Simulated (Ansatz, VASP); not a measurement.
# TeMo5: VASP beside Ansatz

```
CELL_PARAMETERS angstrom
4.56817 -0.00981 -0.02406
0.00806 4.44415 -0.01580
0.05410 0.03393 9.73426
ATOMIC_POSITIONS crystal
Te 0.41621 0.99963 0.50053
Te 0.91660 0.00035 0.99955
Mo 0.91694 0.50179 0.49929
Mo 0.41757 0.49827 0.00064
Mo 0.41693 0.49945 0.32880
Mo 0.91660 0.50053 0.82801
Mo 0.91672 0.50053 0.17119
Mo 0.41680 0.49947 0.67197
Mo 0.91646 0.00059 0.33290
Mo 0.41645 0.99939 0.83413
Mo 0.41670 0.99940 0.16709
Mo 0.91603 0.00060 0.66589
```

Change from the starting cell: the structure that the rattled cell fell into.

Alike in both runs: functional PBE; k mesh 4 × 4 × 2; occupations gaussian, width 0.1 eV; no spin polarisation.

Ansatz relaxed the structure, and its values are those at the end. VASP's run is a single point on that final structure, the one shown.

|  | VASP | Ansatz |
| --- | --- | --- |
| version | VASP 6.6.1 | Ansatz 0.2.0 |
| potentials or method | VASP PAW PBE potentials, release 64 (Te, Mo_sv), cutoff 520 eV | scalar-relativistic, plane waves, PAW |
| valence electrons in the cell | 152 | 172 |

```tsv
	VASP	Ansatz	Ansatz less VASP
gap on the k mesh at the Fermi level (eV)	none	none	-
pressure (GPa)	0.3	0.0	-0.30
rms of the force components (eV/Å)	0.010	0.009	-0.0015
```

A gap of «none» marks a metal or a gap that the smearing closes. VASP's potentials hold 152 valence electrons a cell and Ansatz's 172, so a difference there can come from the potentials and not from the codes.

Spin-orbit coupling is off throughout.
